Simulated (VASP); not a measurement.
# P in VASP: a series of runs, part 2 of 2

VASP 6.6.1. The steps go on from the part before.

**3. Single point, PBE+D3(BJ) (layers slid over each other)**

Contents of INCAR:

```
SYSTEM = P
PREC     = Accurate       ! precision mode
ENCUT    = 520            ! plane-wave cutoff, eV
EDIFF    = 1E-6           ! SCF threshold, eV
ISMEAR   = 0              ! smearing method
SIGMA    = 0.05           ! smearing width, eV
LREAL    = .False.        ! projectors in reciprocal space
LASPH    = .True.         ! aspherical terms in the spheres
NELM     = 80             ! most SCF steps
ALGO     = Normal         ! electronic algorithm
ISIF     = 2              ! what is computed and relaxed
LWAVE    = .False.        ! write WAVECAR
LCHARG   = .False.        ! write CHGCAR
LDIPOL   = .True.       
IDIPOL   = 3            
DIPOL    = 0.5 0.5 0.400
GGA      = PE             ! functional
IVDW     = 12             ! dispersion correction
NBANDS   = 30             ! bands
```

Contents of KPOINTS:

```
regular mesh
0
Gamma
  8 6 1
  0 0 0
```

Contents of POSCAR:

```
P
1.0
    3.2961869271      0.0000000000      0.0000000000
    0.0000000000      4.4391555608      0.0000000000
    0.0000000000      0.0000000000     21.7461973993
P
8
Direct
    0.5000000000      0.9174951521      0.2069327302
    0.0000000000      0.5825048479      0.2069327302
    0.5000000000      0.0825048479      0.3045635326
    0.0000000000      0.4174951521      0.3045635326
    1.2500000000      0.8325048479      0.4958613454
    0.7500000000      0.4975145437      0.4958613454
    1.2500000000     -0.0024854563      0.5934921477
    0.7500000000      0.3325048479      0.5934921477
```

Potentials or basis: VASP PAW PBE potentials, release 64 (P).

The run is started by

```console
cat potpaw_PBE.64/P/POTCAR > POTCAR
mpirun -np 1 vasp_std > vasp.out
```

OUTCAR:

```text
SYSTEM = P
   PREC = Accurate
   ENCUT = 520
   EDIFF = 1E-6
   ISMEAR = 0
   LREAL = .False.
   LASPH = .True.
   NELM = 80
   ISIF = 2
   GGA = PE
   IVDW = 12
 IVDW          = 12

 ion  position               nearest neighbor table
   1  0.500  0.917  0.207-   2 2.22   2 2.22   3 2.25
   2  0.000  0.583  0.207-   1 2.22   1 2.22   4 2.25
   3  0.500  0.083  0.305-   4 2.22   4 2.22   1 2.25
   4  0.000  0.417  0.305-   3 2.22   3 2.22   2 2.25
   5  0.250  0.833  0.496-   6 2.22   6 2.22   7 2.25
   6  0.750  0.498  0.496-   5 2.22   5 2.22   8 2.25
   7  0.250  0.998  0.593-   8 2.22   8 2.22   5 2.25
   8  0.750  0.333  0.593-   7 2.22   7 2.22   6 2.25

  LATTYP: Found a simple orthorhombic cell.
 ALAT       =     3.2961869271
 B/A-ratio  =     1.3467547985
 C/A-ratio  =     6.5973799060

  Lattice vectors:

 A1 = (   3.2961869271,   0.0000000000,   0.0000000000)
 A2 = (   0.0000000000,   4.4391555608,   0.0000000000)
 A3 = (   0.0000000000,   0.0000000000,  21.7461973993)

Analysis of symmetry for initial positions (statically):
=====================================================================
 Subroutine PRICEL returns:
 Original cell was already a primitive cell.

 Routine SETGRP: Setting up the symmetry group for a
 simple orthorhombic supercell.

 Subroutine GETGRP returns: Found  2 space group operations
 (whereof  1 operations were pure point group operations)
 out of a pool of  8 trial point group operations.

The static configuration has the point symmetry C_1 .
 The point group associated with its full space group is S_2 .

Analysis of symmetry for dynamics (positions and initial velocities):
=====================================================================
 Subroutine PRICEL returns:
 Original cell was already a primitive cell.

 Routine SETGRP: Setting up the symmetry group for a
 simple orthorhombic supercell.

 Subroutine GETGRP returns: Found  2 space group operations
 (whereof  1 operations were pure point group operations)
 out of a pool of  8 trial point group operations.

The dynamic configuration has the point symmetry C_1 .
 The point group associated with its full space group is S_2 .

 Subroutine INISYM returns: Found  2 space group operations
 (whereof  1 operations are pure point group operations),
 and found     1 'primitive' translations

----------------------------------------------------------------------------------------

                                     Primitive cell

  volume of cell :     318.1966

  direct lattice vectors                    reciprocal lattice vectors
     3.296186927  0.000000000  0.000000000     0.303380853  0.000000000  0.000000000
     0.000000000  4.439155561  0.000000000     0.000000000  0.225268069  0.000000000
     0.000000000  0.000000000 21.746197399     0.000000000  0.000000000  0.045985051

  length of vectors
     3.296186927  4.439155561 21.746197399     0.303380853  0.225268069  0.045985051

  position of ions in fractional coordinates (direct lattice)
     0.500000000  0.917495152  0.206932730
     0.000000000  0.582504848  0.206932730
     0.500000000  0.082504848  0.304563533
     0.000000000  0.417495152  0.304563533
     0.250000000  0.832504848  0.495861345
     0.750000000  0.497514544  0.495861345
[... 70 lines left out ...]
   dimension x,y,z NGX =    28 NGY =   36 NGZ =  162
   dimension x,y,z NGXF=    56 NGYF=   72 NGZF=  324
   ions per type =               8
   NGX,Y,Z   is equivalent  to a cutoff of  14.12, 13.48, 12.38 a.u.
   NGXF,Y,Z  is equivalent  to a cutoff of  28.24, 26.96, 24.77 a.u.
 SYSTEM =  P
   PREC   = accura    normal or accurate (medium, high low for compatibility)
   ISTART =      0    job   : 0-new  1-cont  2-samecut
   ICHARG =      2    charge: 1-file 2-atom 10-const
   ISPIN  =      1    spin polarized calculation?
   LNONCOLLINEAR =      F non collinear calculations
   LSORBIT =      F    spin-orbit coupling
   LASPH  =      T    aspherical Exc in radial PAW
   ENCUT  =  520.0 eV  38.22 Ry    6.18 a.u.   6.13  8.25 40.43*2*pi/ulx,y,z
   NELM   =     80;   NELMIN=  2; NELMDL= -5     # of ELM steps
   EDIFF  = 0.1E-05   stopping-criterion for ELM
   LREAL  =      F    real-space projection
   EDIFFG = 0.1E-04   stopping-criterion for IOM
   NSW    =      0    number of steps for IOM
   IBRION =     -1    ionic relax: 0-MD 1-quasi-New 2-CG
   NFREE  =      0    steps in history (QN), initial steepest desc. (CG)
   ISIF   =      2    stress and relaxation
   ISYM   =      2    0-nonsym 1-usesym 2-fastsym
   POTIM  = 0.5000    time-step for ionic-motion
   TEBEG  =    0.0;   TEEND  =   0.0 temperature during run
   PSTRESS=    0.0 pullay stress
   NELECT =      40.0000    total number of electrons
   NUPDOWN=      -1.0000    fix difference up-down
   EMIN   =  10.00;   EMAX   =-10.00  energy-range for DOS
   EFERMI =   0.00;   METHOD = LEGACY
   ISMEAR =     0;   SIGMA  =   0.05  broadening in eV -4-tet -1-fermi 0-gaus
   EFERMI_NEDOS =   21; number of points for ismear=-14 and -15
   IALGO  =     38    algorithm
   IMIX   =      4    mixing-type and parameters
     AMIX     =   0.40;   BMIX     =  1.00
     AMIX_MAG =   1.60;   BMIX_MAG =  1.00
  volume/ion in A,a.u.               =      39.77       268.41
  Fermi-wavevector in a.u.,A,eV,Ry     =   0.820093  1.549751  9.150628  0.672552
  Thomas-Fermi vector in A             =   1.931014
   LORBIT       =      0    0 simple, 1 ext, 2 COOP (PROOUT), +10 PAW based schemes
   GGA     = PE    functional components
   LHFCALC =     F    Hartree Fock is set to
   AEXX    =    0.0000 exact exchange contribution
   IVDW    =    12    specifies the selected vdW correction
   LEPSILON=     F    determine dielectric tensor
   LRPA    =     F    only Hartree local field effects (RPA)
 non-spin polarized calculation
 Gauss-broadening in eV      SIGMA  =   0.05
  energy-cutoff  :      520.00
  volume of cell :      318.20
 maximum number of plane-waves:      8606
 NGX is ok and might be reduce to    28
   NGX = 13   NGY = 17   NGZ = 81

 dipolmoment           0.000000      0.000000      0.000078 electrons x Angstroem

 number of electron      39.9999999 magnetization

 dipolmoment           0.000000      0.000000     -0.000005 electrons x Angstroem

 Free energy of the ion-electron system (eV)
  ---------------------------------------------------
  ext. energy  EPLUGINS =         0.00000000
  ---------------------------------------------------
  free energy    TOTEN  =       -42.91896385 eV

  energy without entropy =      -42.91896385  energy(sigma->0) =      -42.91896385

 E-fermi :   0.6225     XC(G=0):  -5.3670

 val. band max:        0.4145719143   @ k =   0.0000   0.0000   0.0000
 cond. band min:       0.9178717676   @ k =   0.0000   0.0000   0.0000
 fundamental gap:      0.5032998533
 Fermi energy:         0.6224770076

 k-point     1 :       0.0000    0.0000    0.0000
  band No.  band energies     occupation
      1     -14.8183      2.00000
      2     -14.8043      2.00000
      3     -12.2197      2.00000
      4     -12.1784      2.00000
      5      -8.6900      2.00000
      6      -8.6824      2.00000
[... 781 lines left out ...]
     29       5.8565      0.00000
     30       5.8777      0.00000

 [... further k-points ...]

------------------------ aborting loop because EDIFF is reached ----------------------------------------

 vacuum level on the upper side and lower side of the slab       (xc-potential included)        -0.164        -0.166

 Edisp (eV)   -2.19773

 E8    (eV) :    -0.8608

  FORCE on cell =-STRESS in cart. coord.  units (eV):
  Direction    XX          YY          ZZ          XY          YZ          ZX
  --------------------------------------------------------------------------------------
  -------------------------------------------------------------------------------------
  Total      -0.48274    -0.56450    -1.25912     0.00238    -0.02462    -0.02502
  in kB      -2.43068    -2.84238    -6.33990     0.01199    -0.12397    -0.12600
  external pressure =       -3.87 kB  Pullay stress =        0.00 kB

 VOLUME and BASIS-vectors are now :
 -----------------------------------------------------------------------------
  energy-cutoff  :      520.00
  volume of cell :      318.20
      direct lattice vectors                 reciprocal lattice vectors
     3.296186927  0.000000000  0.000000000     0.303380853  0.000000000  0.000000000
     0.000000000  4.439155561  0.000000000     0.000000000  0.225268069  0.000000000
     0.000000000  0.000000000 21.746197399     0.000000000  0.000000000  0.045985051

 POSITION                                       TOTAL-FORCE (eV/Angst)
 -----------------------------------------------------------------------------------
      1.64809      4.07290      4.50000         0.000976     -0.027738      0.047082
      0.00000      2.58583      4.50000         0.001712      0.033414      0.055336
      1.64809      0.36625      6.62310         0.000906      0.017418      0.040675
      0.00000      1.85333      6.62310        -0.000196     -0.023010      0.041791
      0.82405      3.69562     10.78310        -0.000906     -0.017418     -0.040675
      2.47214      2.20854     10.78310         0.000196      0.023010     -0.041791
      0.82405      4.42812     12.90620        -0.000976      0.027738     -0.047082
      2.47214      1.47604     12.90620        -0.001712     -0.033414     -0.055336
 -----------------------------------------------------------------------------------
    total drift:                               -0.000000     -0.000006     -0.000093

  FREE ENERGIE OF THE ION-ELECTRON SYSTEM (eV)
  ---------------------------------------------------
  free  energy   TOTEN  =       -45.1166915976 eV

  energy  without entropy=      -45.1166915975  energy(sigma->0) =      -45.11669160

 vacuum level on the upper side and lower side of the slab         5.117         5.116
```

Run time: 5.8 min. Hardware: 1 thread of Intel Xeon Platinum 8488C (Sapphire Rapids), shared host; peak memory 0.44 GiB.

What came out:

```
Free energy                : -45.1167 eV
Largest force              : 0.065 eV/Å
Band gap on the k mesh     : 0.50 eV
Dispersion energy per atom : -0.275 eV
```

Forces on the atoms (eV/Å):
```
P    0.001 -0.028  0.047
P    0.002  0.033  0.055
P    0.001  0.017  0.041
P    0.000 -0.023  0.042
P   -0.001 -0.017 -0.041
P    0.000  0.023 -0.042
P   -0.001  0.028 -0.047
P   -0.002 -0.033 -0.055
```

Caveat: the cell differs from its parent crystal (layers slid over each other); semilocal functionals underestimate gaps, and a narrow one can read as zero.
